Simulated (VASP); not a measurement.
Crystal: Sn.

```
Sn
1.0
     0.00000    3.23334    3.23334
     3.23334    0.00000    3.23334
     3.23334    3.23334    0.00000
Sn
2
Cartesian
  0.0000 0.0000 0.0000
  1.6167 1.6167 1.6167
```

This isn't the form of Sn at room conditions, which is tetragonal (white tin).

```yaml
Program: VASP 6.6.1
Task: relaxation of cell and atoms
Functional: PBEsol
Potentials_or_basis: VASP PAW PBE potentials, release 64 (Sn_d)
Cutoff: 600 eV
k_mesh: 12 × 12 × 12
Occupations: gaussian, width 0.1 eV
Spin: no spin polarisation
```

At the start: pressure 1.5 GPa; volume 33.80 Å³/atom.

Q: Where does the relaxation end?

A: Over 3 steps the energy falls by 5.1 meV/atom and the volume is 34.94 Å³/atom (+3.4 %); space group Fd-3m (No. 227, to 0.1 Å) before and after.

Step by step:
```csv
step,energy change (eV),largest force (eV/Å),pressure (GPa),volume (Å³)
1,0.0000,0.0000,1.49,67.61
2,-0.0090,0.0000,-0.49,70.74
3,-0.0103,0.0000,-0.01,69.88
```

Final structure:
```
CELL_PARAMETERS angstrom
0.00000 3.26923 3.26923
3.26923 0.00000 3.26923
3.26923 3.26923 0.00000
ATOMIC_POSITIONS crystal
Sn 0.00000 0.00000 0.00000
Sn 0.25000 0.25000 0.25000
```

Caveat: the PAW data sets were made with another functional, which shifts forces and pressure a little.
